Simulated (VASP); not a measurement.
Write the native input for VASP 6.6.1 that does the following.

- Task: dielectric tensor
- Functional: b88 exchange, pbe correlation
- Potentials or basis: VASP PAW PBE potentials, release 64 (F, Li_sv)
- Cutoff: 650 eV
- k mesh: 11 × 11 × 11
- Occupations: gaussian, width 0.01 eV
- Spin: no spin polarisation
- Dipole correction: no
- Further INCAR settings: ALGO = Normal; EDIFF = 1e-08

The structure of LiF lies in POSCAR:

```
LiF
1.0
    0.0000000000      1.9867804471      1.9867804471
    1.9867804471      0.0000000000      1.9867804471
    1.9867804471      1.9867804471      0.0000000000
F Li
1 1
Direct
    0.5000000000      0.5000000000      0.5000000000
    0.0000000000      0.0000000000      0.0000000000
```

These files were run (other wordings do the same):

INCAR

```
SYSTEM = LiF
ALGO = Normal
EDIFF = 1E-8
ENCUT = 650
GGA = LIBXC
GGA_COMPAT = .False.
ISIF = 2
ISMEAR = 0
LASPH = .True.
LCHARG = .False.
LEPSILON = .True.
LIBXC1 = GGA_X_B88
LIBXC2 = GGA_C_PBE
LREAL = .False.
LWAVE = .False.
NELM = 120
PREC = Accurate
SIGMA = 0.01
```

KPOINTS

```
k-points
0
Gamma
  11 11 11
  0 0 0
```

Potentials or basis: VASP PAW PBE potentials, release 64 (F, Li_sv).

Command:

```bash
$ cat potpaw_PBE.64/F/POTCAR potpaw_PBE.64/Li_sv/POTCAR > POTCAR
$ mpirun -np 1 vasp_std > vasp.out
```

It gave:

The band gap on the k mesh is 9.53 eV, the electronic dielectric tensor (diagonal) is 2.06 and the born charges (mean of the diagonal) is F -1.05; Li +1.05 e.

Caveat: an odd mesh through Γ misses points on the zone boundary, where band edges can lie.

It took 63 s on 1 thread of Intel(R) Xeon(R) 6975P-C (Granite Rapids), on a shared host, peak memory 0.18 GiB.
